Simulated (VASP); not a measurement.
# Ta6BH3N6 in VASP: single point with PBE+D3(BJ)

Aim: the single point of Ta6BH3N6 with PBE+D3(BJ).

Everything below comes from runs of VASP 6.6.1. Logs are shortened: lines on timing, memory, paths and dates and some standing lists are left out, and cuts for length are marked.

### 1 The cell of the first run

The cell holds a slab with vacuum, 32 atoms: a = 6.201 Å, b = 6.201 Å, c = 24.345 Å, α = 90.00°, β = 90.00°, γ = 90.00°.

### 2 Single point, PBE+D3(BJ)

INCAR reads:

```
  PREC = Accurate
  ENCUT = 520
  EDIFF = 1E-6
  ISMEAR = 0
  SIGMA = 0.1
  LREAL = Auto
  LASPH = True
  NELM = 120
  ALGO = Normal
  ISIF = 2
  LWAVE = False
  LCHARG = False
  LDIPOL = True
  IDIPOL = 3
  DIPOL = 0.5 0.5 0.472
  GGA = PE
  IVDW = 12
  NBANDS = 124
  GGA_COMPAT = False
  NELMDL = -8
```

KPOINTS reads:

```
Automatic mesh
0
Gamma
  3 3 1
```

POSCAR reads:

```
Ta6BH3N6
1.0
    6.2014901218      0.0000000000      0.0000000000
    0.0000000000      6.2014901218      0.0000000000
    0.0000000000      0.0000000000     24.3451157186
Ta N B H
12 12 2 6
Direct
    0.5000000000      0.5000000000      0.3286080088
    0.5000000000      0.0000000000      0.3286080088
    0.0000000000      0.5000000000      0.3286080088
    0.0000000000      0.0000000000      0.3286080088
    0.7500000000      0.7500000000      0.4225004180
    0.7500000000      0.2500000000      0.4190233965
    0.2500000000      0.7500000000      0.4207577393
    0.2500000000      0.2500000000      0.4172104663
   -0.0188707055     -0.0190376091      0.5058485424
   -0.0188906514      0.5188648496      0.5058331439
    0.5188906514     -0.0188648496      0.5058331439
    0.5188707055      0.5190376091      0.5058485424
    0.2500000000      0.2500000000      0.3286080088
    0.2500000000      0.7500000000      0.3286080088
    0.7500000000      0.2500000000      0.3286080088
    0.7500000000      0.7500000000      0.3286080088
    0.4979703731      0.4991818122      0.4174183286
    0.4979722163      0.0008150528      0.4174061631
    0.0020277837      0.4991849472      0.4174061631
    0.0020296269      0.0008181878      0.4174183286
    0.7500000000      0.7500000000      0.5359238025
    0.7500000000      0.2500000000      0.5139848065
    0.2500000000      0.7500000000      0.5167689371
    0.2500000000      0.2500000000      0.5045766404
    0.1093328964      0.2492614549      0.6288820502
    0.3906671036      0.2507385451      0.6288820502
    0.2500000000      0.2500000000      0.6702457723
    0.2500000000      0.2500000000      0.5884821937
    0.0141691974      0.0802579355      0.6280473443
    0.0122293474      0.4171069170      0.6280558940
    0.4877706526      0.0828930830      0.6280558940
    0.4858308026      0.4197420645      0.6280473443
```

Potentials or basis: VASP PAW PBE potentials, release 64 (Ta_pv, N, B, H).

Run with:

```
$ cat potpaw_PBE.64/Ta_pv/POTCAR potpaw_PBE.64/N/POTCAR potpaw_PBE.64/B/POTCAR potpaw_PBE.64/H/POTCAR > POTCAR
$ mpirun -np 1 vasp_std > vasp.out
```

OUTCAR:

```text
PREC = Accurate
   ENCUT = 520
   EDIFF = 1E-6
   ISMEAR = 0
   LREAL = Auto
   LASPH = True
   NELM = 120
   ISIF = 2
   GGA = PE
   IVDW = 12
   NELMDL = -8
 IVDW          = 12

 ion  position               nearest neighbor table
   1  0.500  0.500  0.329-  17 2.16  14 2.19  15 2.19  16 2.19  13 2.19   8 3.08   2 3.10   3 3.10
                             2 3.10   3 3.10   6 3.11   7 3.14   5 3.17
   2  0.500  0.000  0.329-  18 2.16  14 2.19  15 2.19  16 2.19  13 2.19   8 3.08   1 3.10   4 3.10
                             1 3.10   4 3.10   6 3.11   7 3.14   5 3.17
   3  0.000  0.500  0.329-  19 2.16  14 2.19  15 2.19  16 2.19  13 2.19   8 3.08   1 3.10   4 3.10
                             4 3.10   1 3.10   6 3.11   7 3.14   5 3.17
   4  0.000  0.000  0.329-  20 2.16  14 2.19  15 2.19  16 2.19  13 2.19   8 3.08   2 3.10   3 3.10
                             3 3.10   2 3.10   6 3.11   7 3.14   5 3.17
   5  0.750  0.750  0.423-  18 2.21  19 2.21  17 2.21  20 2.21  16 2.29  12 2.87   9 2.87  10 2.87
                            11 2.87   7 3.10   7 3.10   6 3.10   6 3.10   2 3.17   3 3.17   4 3.17
   6  0.750  0.250  0.419-  17 2.20  20 2.20  19 2.20  18 2.20  15 2.20  22 2.31  10 3.05  11 3.05
                             9 3.05  12 3.05   8 3.10   8 3.10   5 3.10   5 3.10   3 3.11   4 3.11
   7  0.250  0.750  0.421-  17 2.19  20 2.19  19 2.19  18 2.19  14 2.24  23 2.34   9 3.02  12 3.02
                            11 3.02  10 3.02   5 3.10   5 3.10   8 3.10   8 3.10   3 3.14   4 3.14
   8  0.250  0.250  0.417-  24 2.13  13 2.16  20 2.18  17 2.18  18 2.18  19 2.18   3 3.08   4 3.08
                             1 3.08   2 3.08   6 3.10   6 3.10   7 3.10   7 3.10  10 3.20  11 3.20
   9  0.981  0.981  0.506-  21 2.15  20 2.16  22 2.21  23 2.21  24 2.36  10 2.87  11 2.87   5 2.87
                             7 3.02   6 3.05   8 3.20  11 3.33  10 3.34
  10  0.981  0.519  0.506-  21 2.16  19 2.16  22 2.21  23 2.21  24 2.36   9 2.87  12 2.87   5 2.87
                             7 3.02   6 3.05   8 3.20  12 3.33   9 3.34
  11  0.519  0.981  0.506-  21 2.16  18 2.16  22 2.21  23 2.21  24 2.36  12 2.87   9 2.87   5 2.87
                             7 3.02   6 3.05   8 3.20   9 3.33  12 3.34
  12  0.519  0.519  0.506-  21 2.15  17 2.16  22 2.21  23 2.21  24 2.36  11 2.87  10 2.87   5 2.87
                             7 3.02   6 3.05   8 3.20  10 3.33  11 3.34
  13  0.250  0.250  0.329-   8 2.16   2 2.19   3 2.19   4 2.19   1 2.19
  14  0.250  0.750  0.329-   1 2.19   2 2.19   3 2.19   4 2.19   7 2.24
  15  0.750  0.250  0.329-   1 2.19   2 2.19   3 2.19   4 2.19   6 2.20
  16  0.750  0.750  0.329-   1 2.19   2 2.19   3 2.19   4 2.19   5 2.29
  17  0.498  0.499  0.417-  12 2.16   1 2.16   8 2.18   7 2.19   6 2.20   5 2.21
  18  0.498  0.001  0.417-  11 2.16   2 2.16   8 2.18   7 2.19   6 2.20   5 2.21
  19  0.002  0.499  0.417-  10 2.16   3 2.16   8 2.18   7 2.19   6 2.20   5 2.21
  20  0.002  0.001  0.417-   9 2.16   4 2.16   8 2.18   7 2.19   6 2.20   5 2.21
  21  0.750  0.750  0.536-   9 2.15  12 2.15  11 2.16  10 2.16
  22  0.750  0.250  0.514-  10 2.21  11 2.21   9 2.21  12 2.21   6 2.31
  23  0.250  0.750  0.517-   9 2.21  12 2.21  11 2.21  10 2.21   7 2.34
  24  0.250  0.250  0.505-   8 2.13  10 2.36  11 2.36   9 2.36  12 2.36
  25  0.109  0.249  0.629-  30 1.20  29 1.20  28 1.31  27 1.33  26 1.74
  26  0.391  0.251  0.629-  31 1.20  32 1.20  28 1.31  27 1.33  25 1.74
  27  0.250  0.250  0.670-  25 1.33  26 1.33
  28  0.250  0.250  0.588-  25 1.31  26 1.31
  29  0.014  0.080  0.628-  25 1.20
  30  0.012  0.417  0.628-  25 1.20
  31  0.488  0.083  0.628-  26 1.20
  32  0.486  0.420  0.628-  26 1.20

  LATTYP: Found a simple tetragonal cell.
 ALAT       =     6.2014901218
 C/A-ratio  =     3.9256880589

  Lattice vectors:

 A1 = (   6.2014901218,   0.0000000000,   0.0000000000)
 A2 = (   0.0000000000,   6.2014901218,   0.0000000000)
 A3 = (   0.0000000000,   0.0000000000,  24.3451157186)

Analysis of symmetry for initial positions (statically):
=====================================================================
 Subroutine PRICEL returns:
 Original cell was already a primitive cell.

 Routine SETGRP: Setting up the symmetry group for a
 simple tetragonal supercell.

 Subroutine GETGRP returns: Found  2 space group operations
 (whereof  1 operations were pure point group operations)
 out of a pool of 16 trial point group operations.

The static configuration has the point symmetry C_1 .
 The point group associated with its full space group is C_2 .

Analysis of symmetry for dynamics (positions and initial velocities):
=====================================================================
 Subroutine PRICEL returns:
 Original cell was already a primitive cell.

 Routine SETGRP: Setting up the symmetry group for a
 simple tetragonal supercell.

 Subroutine GETGRP returns: Found  2 space group operations
 (whereof  1 operations were pure point group operations)
 out of a pool of 16 trial point group operations.

The dynamic configuration has the point symmetry C_1 .
 The point group associated with its full space group is C_2 .

 Subroutine INISYM returns: Found  2 space group operations
 (whereof  1 operations are pure point group operations),
 and found     1 'primitive' translations

----------------------------------------------------------------------------------------

                                     Primitive cell

  volume of cell :     936.2761
[... 91 lines left out ...]
     0.000000000  0.000000000  0.041076001     0.000000000  0.000000000  1.000000000

  Length of vectors
     0.053750522  0.053750522  0.041076001

  Shift w.r.t. Gamma in fractional coordinates (k-lattice)
     0.000000000  0.000000000  0.000000000

 Subroutine IBZKPT returns following result:
 ===========================================

 Found      5 irreducible k-points:

 Following reciprocal coordinates:
            Coordinates               Weight
  0.000000  0.000000  0.000000      1.000000
  0.333333  0.000000  0.000000      2.000000
  0.000000  0.333333  0.000000      2.000000
  0.333333  0.333333  0.000000      2.000000
 -0.333333  0.333333  0.000000      2.000000
   k-points           NKPTS =      5   k-points in BZ     NKDIM =      5   number of bands    NBANDS=    124
   number of dos      NEDOS =    301   number of ions     NIONS =     32
   total plane-waves  NPLWV = 442368
   dimension x,y,z NGX =    48 NGY =   48 NGZ =  192
   dimension x,y,z NGXF=    96 NGYF=   96 NGZF=  384
   ions per type =              12  12   2   6
   NGX,Y,Z   is equivalent  to a cutoff of  12.87, 12.87, 13.11 a.u.
   NGXF,Y,Z  is equivalent  to a cutoff of  25.74, 25.74, 26.22 a.u.
 SYSTEM =  unknown system
   PREC   = accura    normal or accurate (medium, high low for compatibility)
   ISTART =      0    job   : 0-new  1-cont  2-samecut
   ICHARG =      2    charge: 1-file 2-atom 10-const
   ISPIN  =      1    spin polarized calculation?
   LNONCOLLINEAR =      F non collinear calculations
   LSORBIT =      F    spin-orbit coupling
   LASPH  =      T    aspherical Exc in radial PAW
   ENCUT  =  520.0 eV  38.22 Ry    6.18 a.u.  11.53 11.53 45.27*2*pi/ulx,y,z
   NELM   =    120;   NELMIN=  2; NELMDL= -8     # of ELM steps
   EDIFF  = 0.1E-05   stopping-criterion for ELM
   LREAL  =      T    real-space projection
   EDIFFG = 0.1E-04   stopping-criterion for IOM
   NSW    =      0    number of steps for IOM
   IBRION =     -1    ionic relax: 0-MD 1-quasi-New 2-CG
   NFREE  =      0    steps in history (QN), initial steepest desc. (CG)
   ISIF   =      2    stress and relaxation
   ISYM   =      2    0-nonsym 1-usesym 2-fastsym
   POTIM  = 0.5000    time-step for ionic-motion
   TEBEG  =    0.0;   TEEND  =   0.0 temperature during run
   PSTRESS=    0.0 pullay stress
   NELECT =     204.0000    total number of electrons
   NUPDOWN=      -1.0000    fix difference up-down
   EMIN   =  10.00;   EMAX   =-10.00  energy-range for DOS
   EFERMI =   0.00;   METHOD = LEGACY
   ISMEAR =     0;   SIGMA  =   0.10  broadening in eV -4-tet -1-fermi 0-gaus
   EFERMI_NEDOS =   21; number of points for ismear=-14 and -15
   IALGO  =     38    algorithm
   IMIX   =      4    mixing-type and parameters
     AMIX     =   0.40;   BMIX     =  1.00
     AMIX_MAG =   1.60;   BMIX_MAG =  1.00
  volume/ion in A,a.u.               =      29.26       197.45
  Fermi-wavevector in a.u.,A,eV,Ry     =   0.985107  1.861583 13.203591  0.970437
  Thomas-Fermi vector in A             =   2.116390
   LORBIT       =      0    0 simple, 1 ext, 2 COOP (PROOUT), +10 PAW based schemes
   GGA     = PE    functional components
   LHFCALC =     F    Hartree Fock is set to
   AEXX    =    0.0000 exact exchange contribution
   IVDW    =    12    specifies the selected vdW correction
   LEPSILON=     F    determine dielectric tensor
   LRPA    =     F    only Hartree local field effects (RPA)
 non-spin polarized calculation
 Gauss-broadening in eV      SIGMA  =   0.10
  energy-cutoff  :      520.00
  volume of cell :      936.28
 maximum number of plane-waves:     25311
 NGX is ok and might be reduce to    48
   NGX = 23   NGY = 23   NGZ = 91

 dipolmoment           0.000000      0.000000      0.033526 electrons x Angstroem

 number of electron     204.0000018 magnetization

 dipolmoment           0.000000      0.000000     -0.067363 electrons x Angstroem

 Free energy of the ion-electron system (eV)
  ---------------------------------------------------
  ext. energy  EPLUGINS =         0.00000000
  ---------------------------------------------------
  free energy    TOTEN  =      -289.73395235 eV

  energy without entropy =     -289.65717271  energy(sigma->0) =     -289.69556253

 E-fermi :   0.3190     XC(G=0):  -5.0497

 val. band max:        0.2335666342   @ k =   0.3333   0.3333   0.0000
 cond. band min:       0.3462731490   @ k =  -0.3333   0.3333   0.0000
 fundamental gap:      0.1127065149
 Fermi energy:         0.3190033370

 k-point     1 :       0.0000    0.0000    0.0000
  band No.  band energies     occupation
      1     -36.0641      2.00000
      2     -36.0610      2.00000
      3     -36.0566      2.00000
      4     -36.0453      2.00000
      5     -35.9495      2.00000
      6     -35.9457      2.00000
[... 574 lines left out ...]
    113       1.6416      0.00000
    114       1.6984      0.00000
 [bands above 114 left out]

------------------------ aborting loop because EDIFF is reached ----------------------------------------

 vacuum level on the upper side and lower side of the slab       (xc-potential included)        -0.245         0.078

 Edisp (eV)   -8.00135

 E8    (eV) :    -3.7302

  FORCE on cell =-STRESS in cart. coord.  units (eV):
  Direction    XX          YY          ZZ          XY          YZ          ZX
  --------------------------------------------------------------------------------------
  -------------------------------------------------------------------------------------
  Total     -31.05482   -31.43209     0.59153     0.01608     0.00000     0.00000
  in kB     -53.14173   -53.78732     1.01224     0.02752     0.00000     0.00000
  external pressure =      -35.31 kB  Pullay stress =        0.00 kB

 VOLUME and BASIS-vectors are now :
 -----------------------------------------------------------------------------
  energy-cutoff  :      520.00
  volume of cell :      936.28
      direct lattice vectors                 reciprocal lattice vectors
     6.201490122  0.000000000  0.000000000     0.161251567  0.000000000  0.000000000
     0.000000000  6.201490122  0.000000000     0.000000000  0.161251567  0.000000000
     0.000000000  0.000000000 24.345115719     0.000000000  0.000000000  0.041076001

 POSITION                                       TOTAL-FORCE (eV/Angst)
 -----------------------------------------------------------------------------------
      3.10075      3.10075      8.00000        -0.006464     -0.054947      1.450612
      3.10075      0.00000      8.00000        -0.007576      0.054837      1.449405
      0.00000      3.10075      8.00000         0.007576     -0.054837      1.449405
      0.00000      0.00000      8.00000         0.006464      0.054947      1.450612
      4.65112      4.65112     10.28582         0.000000      0.000000      0.011571
      4.65112      1.55037     10.20117         0.000000      0.000000      0.002682
[... 24 lines left out ...]
      3.02490      0.51406     15.29009         0.000328     -0.000387      0.003887
      3.01287      2.60303     15.28989         0.001136     -0.004326      0.002956
 -----------------------------------------------------------------------------------
    total drift:                               -0.000000     -0.000000     -0.001523

  FREE ENERGIE OF THE ION-ELECTRON SYSTEM (eV)
  ---------------------------------------------------
  free  energy   TOTEN  =      -297.7353071375 eV

  energy  without entropy=     -297.6585275000  energy(sigma->0) =     -297.69691732

 vacuum level on the upper side and lower side of the slab         3.564         3.873
```

Run time: 39 min. Hardware: 1 thread of Intel Xeon Platinum 8259CL at 2.50GHz (Skylake/Cascade Lake), shared host; peak memory 1.1 GiB.

What came out:

| Quantity | Value |
| --- | --- |
| Free energy | -297.7353 eV |
| Largest force | 2.686 eV/Å |
| Band gap on the k mesh | zero (bands 102 and 103 overlap by 0.34 eV) |
| Dispersion energy per atom | -0.250 eV |

Forces in eV/Å, atoms in the order of the input:
```
Ta  -0.006 -0.055  1.451
Ta  -0.008  0.055  1.449
Ta   0.008 -0.055  1.449
Ta   0.006  0.055  1.451
Ta   0.000  0.000  0.012
Ta   0.000  0.000  0.003
Ta   0.000  0.000 -0.001
Ta   0.000  0.000  0.014
Ta   0.015  0.006  0.028
Ta   0.014  0.002  0.025
Ta  -0.014 -0.002  0.025
Ta  -0.015 -0.006  0.028
N    0.000  0.000 -2.686
N    0.000  0.000 -1.037
N    0.000  0.000 -1.424
N    0.000  0.000 -0.868
N   -0.004 -0.005 -0.005
N   -0.004  0.005 -0.004
N    0.004 -0.005 -0.004
N    0.004  0.005 -0.005
N    0.000  0.000  0.047
N    0.000  0.000  0.020
N    0.000  0.000  0.002
N    0.000  0.000  0.019
B    0.011 -0.005 -0.001
B   -0.011  0.005 -0.001
H    0.000  0.000  0.005
H    0.000  0.000 -0.005
H   -0.001  0.004  0.003
H    0.000  0.000  0.004
H    0.000  0.000  0.004
H    0.001 -0.004  0.003
```

Caveat: spin-orbit coupling is left out, which moves the levels of the heavy elements.
